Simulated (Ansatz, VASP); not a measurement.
EuO in VASP and in Ansatz

Contents of INCAR:

```
SYSTEM = EuO
ALGO = Normal
EDIFF = 1E-6
ENCUT = 600
GGA = PE
GGA_COMPAT = .False.
ISIF = 2
ISMEAR = 0
ISPIN = 2
LASPH = .True.
LCHARG = .False.
LDAU = .True.
LDAUJ = 0 0
LDAUL = 3 -1
LDAUPRINT = 1
LDAUTYPE = 2
LDAUU = 6 0
LMAXMIX = 6
LORBIT = 11
LREAL = .False.
LWAVE = .False.
MAGMOM = 7 0
NBANDS = 22
NELM = 200
PREC = Accurate
SIGMA = 0.05
```

The input KPOINTS:

```
k-points
0
Gamma
  5 5 5
  0 0 0
```

Contents of POSCAR:

```
EuO
1.0
    0.0000000000      2.5719500000      2.5719500000
    2.5719500000      0.0000000000      2.5719500000
    2.5719500000      2.5719500000      0.0000000000
Eu O
1 1
Direct
    0.0000000000      0.0000000000      0.0000000000
    0.5000000000      0.5000000000      0.5000000000
```

Input for Ansatz:

```yaml
crystal:
  lattice:
    - [0.0, 2.57195, 2.57195]
    - [2.57195, 0.0, 2.57195]
    - [2.57195, 2.57195, 0.0]
  atoms:
    - { symbol: Eu, position: [0.0, 0.0, 0.0], spin: 7.0 }
    - { symbol: O, position: [0.5, 0.5, 0.5] }
basis:
  ecutwfc: 420
  ecutrho_ratio: 4
kpoints:
  mp_grid: { grid: [5, 5, 5] }
hamiltonian:
  xc: pbe
  hubbard: { sites: [{ species: Eu, l: f, u_eff: 6.0 }] }
scf:
  occupations: { method: gaussian, width: 0.05 }
output:
  forces: true
  stress: true
  eigenvalues: true
  populations: true
  hubbard: { sites: [{ species: Eu, l: f }] }
magnetization:
  spin_polarized: true
```

Alike in both runs: task single point; functional PBE; k mesh 5 × 5 × 5; occupations gaussian, width 0.05 eV; collinear spin; Hubbard terms Eu f U = 6.0 eV.

```csv
,VASP,Ansatz
version,VASP 6.6.1,Ansatz 0.2.0
potentials or method,"VASP PAW PBE potentials, release 64 (Eu, O), cutoff 600 eV","scalar-relativistic, plane waves, PAW"
valence electrons in the cell,23,23
```

Ansatz gave:

```
gap on the k mesh at the Fermi level (eV)                     : 0.55
least direct gap on the mesh (eV)                             : 0.79
pressure (GPa)                                                : 1.8
net moment per atom (μB)                                      : 3.50
size of the moment on the site where the two differ most (μB) : 6.75
```

Problem. Estimate VASP's values.

Solution. gap on the k mesh at the Fermi level (eV): 0.25; least direct gap on the mesh (eV): 0.42; pressure (GPa): 1.4; net moment per atom (μB): 3.50; size of the moment on the site where the two differ most (μB): 6.73.

Site moments also hang on the region over which each program counts them. The programs project onto different local orbitals, so the same U acts differently, and such runs can settle in different states. Ansatz's warnings: stability check not made.

The k mesh is coarse, so the values compare programs but aren't converged. Spin-orbit coupling is off throughout.
